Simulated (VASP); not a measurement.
A run of VASP 6.6.1 is set up as follows.

Contents of INCAR:

```
SYSTEM = KCl
PREC     = Accurate       ! precision mode
ENCUT    = 500            ! plane-wave cutoff, eV
EDIFF    = 1E-6           ! SCF threshold, eV
ISMEAR   = -1             ! smearing method
SIGMA    = 0.05           ! smearing width, eV
LREAL    = .FALSE.        ! projectors in reciprocal space
LASPH    = .TRUE.         ! aspherical terms in the spheres
NELM     = 120            ! most SCF steps
ALGO     = Normal         ! electronic algorithm
ISIF     = 2              ! what is computed and relaxed
LWAVE    = .FALSE.        ! write WAVECAR
LCHARG   = .FALSE.        ! write CHGCAR
NBANDS   = 15             ! bands
GGA_COMPAT= .FALSE.
```

The input KPOINTS:

```
regular mesh
0
G
  7 7 7
  0 0 0
```

POSCAR

```
KCl
1.0
    3.8134288075      0.0000000000      0.0000000000
    0.0000000000      3.8134288075      0.0000000000
    0.0000000000      0.0000000000      3.8134288075
K Cl
1 1
Direct
    0.0000000000      0.0000000000      0.0000000000
    0.5000000000      0.5000000000      0.5000000000
```

Potentials or basis: VASP PAW LDA potentials, release 64 (K_sv, Cl).

Launch:

```console
$ cat potpaw_LDA.64/K_sv/POTCAR potpaw_LDA.64/Cl/POTCAR > POTCAR
$ mpirun -np 1 vasp_std > vasp.out
```

**Question.** Estimate the band gap on the k mesh.

**Answer.** 4.47 eV, indirect (least direct gap 4.67 eV).

**Question.** What does it give for the pressure?

**Answer.** -2.9 GPa.

A k mesh can miss the band edges. LDA gaps usually lie below the measured ones, often by a third to a half.
